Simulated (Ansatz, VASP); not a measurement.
# One calculation of Mo2Ru3, two programs

```xyz
10
Lattice="2.7551 0.0000 0.0000 -1.3776 2.3860 0.0000 0.0000 0.0000 22.1750" Properties=species:S:1:pos:R:3 pbc="T T T"
Mo    0.0000    1.5907    4.3528
Mo    0.0000    1.5907    8.8432
Mo    0.0000    1.5907   13.3318
Mo    0.0000    1.5907   17.8222
Ru    0.0000    1.5907    0.0000
Ru    1.3776    0.7953    2.1705
Ru    1.3776    0.7953    6.6297
Ru    1.3776    0.7953   11.0875
Ru    1.3776    0.7953   15.5453
Ru    1.3776    0.7953   20.0044
```

Alike in both runs: functional PBE; k mesh 6 × 6 × 1; occupations gaussian, width 0.1 eV; no spin polarisation.

Ansatz relaxed the structure, and its values are those at the end. VASP's run is a single point on that final structure, the one shown.

|  | VASP | Ansatz |
| --- | --- | --- |
| version | VASP 6.6.1 | Ansatz 0.2.0 |
| potentials or method | VASP PAW PBE potentials, release 64 (Mo_sv, Ru_pv), cutoff 520 eV | scalar-relativistic, plane waves, PAW |
| valence electrons in the cell | 140 | 152 |

Ansatz gave:

- gap on the k mesh at the Fermi level (eV): none
- pressure (GPa): 0.0
- rms of the force components (eV/Å): 0.003

**Question.** Estimate VASP's values.

**Answer.** gap on the k mesh at the Fermi level (eV): none; pressure (GPa): 0.2; rms of the force components (eV/Å): 0.003.

A gap of «none» marks a metal or a gap that the smearing closes. With one functional, cell and mesh, what is left measures potentials, basis and numerics. VASP's potentials hold 140 valence electrons a cell and Ansatz's 152, so a difference there can come from the potentials and not from the codes.

The k mesh is coarse, so the values compare programs but aren't converged.
